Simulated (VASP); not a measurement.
# CaPd4 (Pm-3m) in VASP: single point with PBE

Aim: the single point of CaPd4 with PBE.

All numbers are computed with VASP 6.6.1; they aren't measurements. Logs are shortened: lines on timing, memory, paths and dates and some standing lists are left out, and cuts for length are marked.

## (1) The cell of the first run

Symmetry: Pm-3m, No. 221, cubic system. The conventional cell has a = 4.826 Å, b = 4.826 Å, c = 4.826 Å, α = 90.00°, β = 90.00°, γ = 90.00°. Ca (site symmetry m-3m) has 6 Pd at 2.41 Å within 3.2 Å. Within 3.2 Å of Pd (site symmetry 4/mmm) lie 2 Ca at 2.41 Å. Pd (site symmetry m-3m) has 12 Pd at 3.41 Å and 8 Ca at 4.18 Å within 4.5 Å.

## (2) Single point, PBE

INCAR reads:

```
SYSTEM = CaPd4
  ALGO = Fast
  EDIFF = 1E-6
  ENCUT = 520
  GGA = PE
  ISIF = 2
  ISMEAR = 0
  LASPH = .TRUE.
  LCHARG = .TRUE.
  LELF = .TRUE.
  LREAL = .FALSE.
  LVHAR = .TRUE.
  LWAVE = .FALSE.
  NBANDS = 33
  NELM = 80
  PREC = Accurate
  SIGMA = 0.1
```

KPOINTS reads:

```
k-points
0
G
  8 8 8
  0 0 0
```

POSCAR reads:

```
CaPd4
1.0
    4.8263875827      0.0000000000      0.0000000000
    0.0000000000      4.8263875827      0.0000000000
    0.0000000000      0.0000000000      4.8263875827
Ca Pd
1 4
Direct
    0.5000000000      0.5000000000      0.5000000000
    0.0000000000      0.5000000000      0.5000000000
    0.5000000000      0.0000000000      0.5000000000
    0.5000000000      0.5000000000      0.0000000000
    0.0000000000      0.0000000000      0.0000000000
```

Potentials or basis: VASP PAW PBE potentials, release 64 (Ca_sv, Pd).

Command:

```
cat potpaw_PBE.64/Ca_sv/POTCAR potpaw_PBE.64/Pd/POTCAR > POTCAR
mpirun -np 1 vasp_std > vasp.out
```

OUTCAR:

```text
SYSTEM = CaPd4
   EDIFF = 1E-6
   ENCUT = 520
   GGA = PE
   ISIF = 2
   ISMEAR = 0
   LASPH = .TRUE.
   LREAL = .FALSE.
   NELM = 80
   PREC = Accurate

 ion  position               nearest neighbor table
   1  0.500  0.500  0.500-   2 2.41   3 2.41   4 2.41   4 2.41   3 2.41   2 2.41
   2  0.000  0.500  0.500-   1 2.41   1 2.41   4 3.41   5 3.41   4 3.41   5 3.41   3 3.41   5 3.41
                             5 3.41   3 3.41   3 3.41   4 3.41   4 3.41   3 3.41
   3  0.500  0.000  0.500-   1 2.41   1 2.41   4 3.41   5 3.41   4 3.41   5 3.41   2 3.41   2 3.41
                             4 3.41   4 3.41   2 3.41   5 3.41   5 3.41   2 3.41
   4  0.500  0.500  0.000-   1 2.41   1 2.41   3 3.41   5 3.41   2 3.41   2 3.41   3 3.41   3 3.41
                             5 3.41   3 3.41   2 3.41   5 3.41   2 3.41   5 3.41
   5  0.000  0.000  0.000-   2 3.41   3 3.41   4 3.41   2 3.41   3 3.41   2 3.41   4 3.41   2 3.41
                             3 3.41   4 3.41   3 3.41   4 3.41

  LATTYP: Found a simple cubic cell.
 ALAT       =     4.8263875827

  Lattice vectors:

 A1 = (   4.8263875827,   0.0000000000,   0.0000000000)
 A2 = (   0.0000000000,   4.8263875827,   0.0000000000)
 A3 = (   0.0000000000,   0.0000000000,   4.8263875827)

Analysis of symmetry for initial positions (statically):
=====================================================================
 Subroutine PRICEL returns:
 Original cell was already a primitive cell.

 Routine SETGRP: Setting up the symmetry group for a
 simple cubic supercell.

 Subroutine GETGRP returns: Found 48 space group operations
 (whereof 48 operations were pure point group operations)
 out of a pool of 48 trial point group operations.

The static configuration has the point symmetry O_h .

Analysis of symmetry for dynamics (positions and initial velocities):
=====================================================================
 Subroutine PRICEL returns:
 Original cell was already a primitive cell.

 Routine SETGRP: Setting up the symmetry group for a
 simple cubic supercell.

 Subroutine GETGRP returns: Found 48 space group operations
 (whereof 48 operations were pure point group operations)
 out of a pool of 48 trial point group operations.

The dynamic configuration has the point symmetry O_h .

 Subroutine INISYM returns: Found 48 space group operations
 (whereof 48 operations are pure point group operations),
 and found     1 'primitive' translations

----------------------------------------------------------------------------------------

                                     Primitive cell

  volume of cell :     112.4260

  direct lattice vectors                    reciprocal lattice vectors
     4.826387583  0.000000000  0.000000000     0.207194301  0.000000000  0.000000000
     0.000000000  4.826387583  0.000000000     0.000000000  0.207194301  0.000000000
     0.000000000  0.000000000  4.826387583     0.000000000  0.000000000  0.207194301

  length of vectors
     4.826387583  4.826387583  4.826387583     0.207194301  0.207194301  0.207194301

  position of ions in fractional coordinates (direct lattice)
     0.500000000  0.500000000  0.500000000
     0.000000000  0.500000000  0.500000000
     0.500000000  0.000000000  0.500000000
     0.500000000  0.500000000  0.000000000
     0.000000000  0.000000000  0.000000000

  ion indices of the primitive-cell ions
   primitive index   ion index
                 1           1
                 2           2
                 3           3
                 4           4
                 5           5

----------------------------------------------------------------------------------------

 KPOINTS: k-points

Automatic generation of k-mesh.
 Grid dimensions read from file:
 generate k-points for:    8    8    8

 Generating k-lattice:

  Cartesian coordinates                     Fractional coordinates (reciprocal lattice)
     0.025899288  0.000000000  0.000000000     0.125000000  0.000000000  0.000000000
     0.000000000  0.025899288  0.000000000     0.000000000  0.125000000  0.000000000
     0.000000000  0.000000000  0.025899288     0.000000000  0.000000000  0.125000000

  Length of vectors
     0.025899288  0.025899288  0.025899288

  Shift w.r.t. Gamma in fractional coordinates (k-lattice)
     0.000000000  0.000000000  0.000000000

 Subroutine IBZKPT returns following result:
 ===========================================

 Found     35 irreducible k-points:

 Following reciprocal coordinates:
            Coordinates               Weight
  0.000000  0.000000  0.000000      1.000000
  0.125000  0.000000  0.000000      6.000000
  0.250000  0.000000  0.000000      6.000000
  0.375000  0.000000  0.000000      6.000000
  0.500000  0.000000  0.000000      3.000000
  0.125000  0.125000  0.000000     12.000000
[... 16 lines left out ...]
  0.375000  0.375000  0.125000     24.000000
  0.500000  0.375000  0.125000     24.000000
 [... further k-points ...]
   k-points           NKPTS =     35   k-points in BZ     NKDIM =     35   number of bands    NBANDS=     33
   number of dos      NEDOS =    301   number of ions     NIONS =      5
   total plane-waves  NPLWV =  46656
   dimension x,y,z NGX =    36 NGY =   36 NGZ =   36
   dimension x,y,z NGXF=    72 NGYF=   72 NGZF=   72
   ions per type =               1   4
   NGX,Y,Z   is equivalent  to a cutoff of  12.40, 12.40, 12.40 a.u.
   NGXF,Y,Z  is equivalent  to a cutoff of  24.80, 24.80, 24.80 a.u.
 SYSTEM =  CaPd4
   PREC   = accura    normal or accurate (medium, high low for compatibility)
   ISTART =      0    job   : 0-new  1-cont  2-samecut
   ICHARG =      2    charge: 1-file 2-atom 10-const
   ISPIN  =      1    spin polarized calculation?
   LNONCOLLINEAR =      F non collinear calculations
   LSORBIT =      F    spin-orbit coupling
   LASPH  =      T    aspherical Exc in radial PAW
   ENCUT  =  520.0 eV  38.22 Ry    6.18 a.u.   8.97  8.97  8.97*2*pi/ulx,y,z
   NELM   =     80;   NELMIN=  2; NELMDL= -5     # of ELM steps
   EDIFF  = 0.1E-05   stopping-criterion for ELM
   LREAL  =      F    real-space projection
   EDIFFG = 0.1E-04   stopping-criterion for IOM
   NSW    =      0    number of steps for IOM
   IBRION =     -1    ionic relax: 0-MD 1-quasi-New 2-CG
   NFREE  =      0    steps in history (QN), initial steepest desc. (CG)
   ISIF   =      2    stress and relaxation
   ISYM   =      2    0-nonsym 1-usesym 2-fastsym
   POTIM  = 0.5000    time-step for ionic-motion
   TEBEG  =    0.0;   TEEND  =   0.0 temperature during run
   PSTRESS=    0.0 pullay stress
   NELECT =      50.0000    total number of electrons
   NUPDOWN=      -1.0000    fix difference up-down
   EMIN   =  10.00;   EMAX   =-10.00  energy-range for DOS
   EFERMI =   0.00;   METHOD = LEGACY
   ISMEAR =     0;   SIGMA  =   0.10  broadening in eV -4-tet -1-fermi 0-gaus
   EFERMI_NEDOS =   21; number of points for ismear=-14 and -15
   IALGO  =     68    algorithm
   IMIX   =      4    mixing-type and parameters
     AMIX     =   0.40;   BMIX     =  1.00
     AMIX_MAG =   1.60;   BMIX_MAG =  1.00
  volume/ion in A,a.u.               =      22.49       151.74
  Fermi-wavevector in a.u.,A,eV,Ry     =   1.249614  2.361429 21.245984  1.561536
  Thomas-Fermi vector in A             =   2.383647
   LORBIT       =      0    0 simple, 1 ext, 2 COOP (PROOUT), +10 PAW based schemes
   GGA     = PE    functional components
   LHFCALC =     F    Hartree Fock is set to
   AEXX    =    0.0000 exact exchange contribution
   IVDW    =     0    specifies the selected vdW correction
   LEPSILON=     F    determine dielectric tensor
   LRPA    =     F    only Hartree local field effects (RPA)
 non-spin polarized calculation
 RMM-DIIS sequential band-by-band and
 Gauss-broadening in eV      SIGMA  =   0.10
  energy-cutoff  :      520.00
  volume of cell :      112.43
 maximum number of plane-waves:      3052
 NGX is ok and might be reduce to    36
   NGX = 17   NGY = 17   NGZ = 17

 number of electron      49.9999959 magnetization

 Free energy of the ion-electron system (eV)
  ---------------------------------------------------
  ext. energy  EPLUGINS =         0.00000000
  ---------------------------------------------------
  free energy    TOTEN  =       -18.35571102 eV

  energy without entropy =      -18.34933419  energy(sigma->0) =      -18.35252260

 E-fermi :   4.1176     XC(G=0): -10.3558

 val. band max:        4.0783276222   @ k =   0.3750   0.1250   0.0000
 cond. band min:       4.2318244514   @ k =   0.3750   0.1250   0.1250
 fundamental gap:      0.1534968292
 Fermi energy:         4.1175521794

 k-point     1 :       0.0000    0.0000    0.0000
  band No.  band energies     occupation
      1     -34.9682      2.00000
      2     -16.1857      2.00000
      3     -16.1857      2.00000
      4     -16.1857      2.00000
      5       0.1076      2.00000
      6       0.8714      2.00000
[... 25 lines left out ...]
     32      11.1542      0.00000
     33      11.1542      0.00000

 k-point     2 :       0.1250    0.0000    0.0000
  band No.  band energies     occupation
      1     -34.9660      2.00000
      2     -16.2111      2.00000
      3     -16.1868      2.00000
      4     -16.1868      2.00000
      5       0.2273      2.00000
      6       0.8888      2.00000
[... 25 lines left out ...]
     32      10.9163      0.00000
     33      11.1091      0.00000
[... 754 lines left out ...]
     32       9.2967      0.00000
     33       9.3975      0.00000

 k-point    24 :       0.5000    0.3750    0.1250
  band No.  band energies     occupation
      1     -34.9389      2.00000
      2     -16.3627      2.00000
      3     -16.3392      2.00000
      4     -16.2240      2.00000
      5       1.4956      2.00000
      6       1.6385      2.00000
[... 25 lines left out ...]
     32       9.0963      0.00000
     33       9.3425      0.00000

 [... further k-points ...]

------------------------ aborting loop because EDIFF is reached ----------------------------------------

  FORCE on cell =-STRESS in cart. coord.  units (eV):
  Direction    XX          YY          ZZ          XY          YZ          ZX
  --------------------------------------------------------------------------------------
  -------------------------------------------------------------------------------------
  Total        0.2162413      0.2162413      0.2162413      0.0000000      0.0000000      0.0000000
  in kB        3.0816449      3.0816449      3.0816449      0.0000000      0.0000000      0.0000000
  external PRESSURE =       3.0816449 kB  Pullay stress =       0.0000000 kB

 VOLUME and BASIS-vectors are now :
 -----------------------------------------------------------------------------
  energy-cutoff  :      520.00
  volume of cell :      112.43
      direct lattice vectors                 reciprocal lattice vectors
     4.826387583  0.000000000  0.000000000     0.207194301  0.000000000  0.000000000
     0.000000000  4.826387583  0.000000000     0.000000000  0.207194301  0.000000000
     0.000000000  0.000000000  4.826387583     0.000000000  0.000000000  0.207194301

 POSITION                                       TOTAL-FORCE (eV/Angst)
 -----------------------------------------------------------------------------------
      2.41319      2.41319      2.41319         0.000000      0.000000      0.000000
      0.00000      2.41319      2.41319         0.000000      0.000000      0.000000
      2.41319      0.00000      2.41319         0.000000      0.000000      0.000000
      2.41319      2.41319      0.00000         0.000000      0.000000      0.000000
      0.00000      0.00000      0.00000         0.000000      0.000000      0.000000
 -----------------------------------------------------------------------------------
    total drift:                                0.000000      0.000000      0.000000

  FREE ENERGIE OF THE ION-ELECTRON SYSTEM (eV)
  ---------------------------------------------------
  free  energy   TOTEN  =       -18.3557110218 eV

  energy  without entropy=      -18.3493341869  energy(sigma->0) =      -18.35252260
```

Wall time 54 s (1 thread of Intel Xeon 6975P-C (Granite Rapids), shared host); peak memory 0.27 GiB.

Results:

```
Free energy            : -18.3557 eV
Pressure               : 0.3 GPa
Band gap on the k mesh : zero (band 25 reaches 4.88 eV, above the bottom of band 26 at 3.91 eV)
```
